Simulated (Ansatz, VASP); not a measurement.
## Te: VASP beside Ansatz

INCAR

```
ALGO     = Normal         # electronic algorithm
EDIFF    = 1E-7           # SCF threshold, eV
ENCUT    = 520            # plane-wave cutoff, eV
GGA      = PS             # functional
ISIF     = 2              # what is computed and relaxed
ISMEAR   = -1             # smearing method
LASPH    = True           # aspherical terms in the spheres
LCHARG   = False          # write CHGCAR
LREAL    = False          # projectors in reciprocal space
LWAVE    = False          # write WAVECAR
NBANDS   = 13             # bands
NELM     = 60             # most SCF steps
PREC     = Accurate       # precision mode
SIGMA    = 0.1            # smearing width, eV
```

KPOINTS

```
k-points
0
Gamma
  9 9 9
```

Contents of POSCAR:

```
Te
1.0
    0.0000000000      3.4821966970      3.4821966970
    3.4821966970      0.0000000000      3.4821966970
    3.4821966970      3.4821966970      0.0000000000
Te
2
Direct
    0.1250000000      0.1250000000      0.1250000000
    0.8750000000      0.8750000000      0.8750000000
```

Input for Ansatz:

```yaml
crystal:
  lattice:
    - [0.0, 3.482196697, 3.482196697]
    - [3.482196697, 0.0, 3.482196697]
    - [3.482196697, 3.482196697, 0.0]
  atoms:
    - { symbol: Te, position: [0.125, 0.125, 0.125] }
    - { symbol: Te, position: [0.875, 0.875, 0.875] }
hamiltonian:
  xc: pbesol
  pseudopotentials:
    kind: paw
    azcp:
      Te: "pseudopotentials/Te.paw.azcp"
basis:
  ecutwfc: 420
  fft_grid_basis: typed
kpoints:
  mp_grid: { grid: [9, 9, 9], shift: [0, 0, 0] }
magnetization:
  spin_polarized: false
scf:
  occupations: { method: fermi_dirac, width: 0.1 }
  lower_state_search: "off"
output:
  stress: true
```

Alike in both runs: task single point; functional PBEsol; k mesh 9 × 9 × 9; occupations fermi-dirac, width 0.1 eV; no spin polarisation.

|  | VASP | Ansatz |
| --- | --- | --- |
| version | VASP 6.6.1 | Ansatz 0.2.0 |
| potentials or method | VASP PAW PBE potentials, release 64 (Te), cutoff 520 eV | plane waves (420 eV) with PAW, scalar-relativistic |
| valence electrons in the cell | 12 | 32 |

|  | VASP | Ansatz | Ansatz less VASP |
| --- | --- | --- | --- |
| pressure (GPa) | 1.4 | 1.4 | -0.04 |

VASP's potentials were made for PBE, not for PBEsol, and Ansatz warns of the same on its side. VASP's potentials hold 12 valence electrons a cell and Ansatz's 32, so a difference there can come from the potentials and not from the codes.

Neither program's run includes spin-orbit coupling.
